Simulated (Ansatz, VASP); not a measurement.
## C: VASP beside Ansatz

```
C
1.0
     2.50685    0.00000    0.00000
    -1.25342    2.17099    0.00000
     0.00000    0.00000   29.93932
C
16
Direct
  0.33333 0.66667 0.25051
  0.00000 0.00000 0.26777
  0.00000 0.00000 0.31913
  0.66667 0.33333 0.33629
  0.66667 0.33333 0.38764
  0.33333 0.66667 0.40491
  0.33333 0.66667 0.45707
  0.66667 0.33333 0.47434
  0.66667 0.33333 0.52566
  0.00000 0.00000 0.54293
  0.00000 0.00000 0.59509
  0.66667 0.33333 0.61236
  0.66667 0.33333 0.66371
  0.33333 0.66667 0.68087
  0.33333 0.66667 0.73223
  0.00000 0.00000 0.74949
```

Alike in both runs: task single point; functional PBEsol; k mesh 12 × 12 × 1; occupations gaussian, width 0.05 eV; no spin polarisation.

|  | VASP | Ansatz |
| --- | --- | --- |
| version | VASP 6.6.1 | Ansatz 0.2.0 |
| potentials or method | VASP PAW PBE potentials, release 64 (C), cutoff 520 eV | scalar-relativistic, plane waves, PAW |
| valence electrons in the cell | 64 | 64 |

```csv
,VASP,Ansatz,Ansatz less VASP
gap on the k mesh at the Fermi level (eV),none,none,-
rms of the force components (eV/Å),1.321,1.327,+0.0056
"work function, face that differs most (eV)",5.62,5.62,+0.003
```

VASP's potentials were made for PBE, not for PBEsol. Atom by atom the forces differ by 0.010 eV/Å (rms over components). A gap of «none» marks a metal or a gap that the smearing closes. The functional is the same, so the differences come from potentials, cutoffs and numerics. Ansatz's warnings: xc potential rough in thin density.
